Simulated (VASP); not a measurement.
Sc, 4 atoms in the cell. It takes space group I4/mcm (No. 140, tetragonal). The conventional cell has a = 5.870 Å, b = 5.870 Å, c = 5.307 Å, α = 90.00°, β = 90.00°, γ = 90.00°. Sc (site symmetry m2m) has 11 Sc at 2.83 to 3.32 Å within 3.7 Å.  This cell differs from its parent crystal: strained and its atoms moved.

```yaml
Program: VASP 6.6.1
Task: single point
Functional: PBE
Potentials_or_basis: VASP PAW PBE potentials, release 64 (Sc_sv)
Cutoff: 520 eV
k_mesh: 10 × 10 × 10
Occupations: gaussian, width 0.1 eV
Spin: no spin polarisation
Dipole_correction: no
Further_INCAR_settings: ALGO = Fast; EDIFF = 1e-06; NBANDS = 30
```

Potentials or basis: VASP PAW PBE potentials, release 64 (Sc_sv).

The run is started by

```bash
$ cat potpaw_PBE.64/Sc_sv/POTCAR > POTCAR
$ mpirun -np 1 vasp_std > vasp.out
```

Hardware: 1 thread of Intel(R) Xeon(R) Platinum 8375C CPU @ 2.90GHz (Ice Lake), on a shared host.

How long does it take, and how much memory?

It took 6.4 min on 1 thread of Intel(R) Xeon(R) Platinum 8375C CPU @ 2.90GHz (Ice Lake) (shared host), peak memory 0.37 GiB. Counts: scf iterations 19, k points 102.
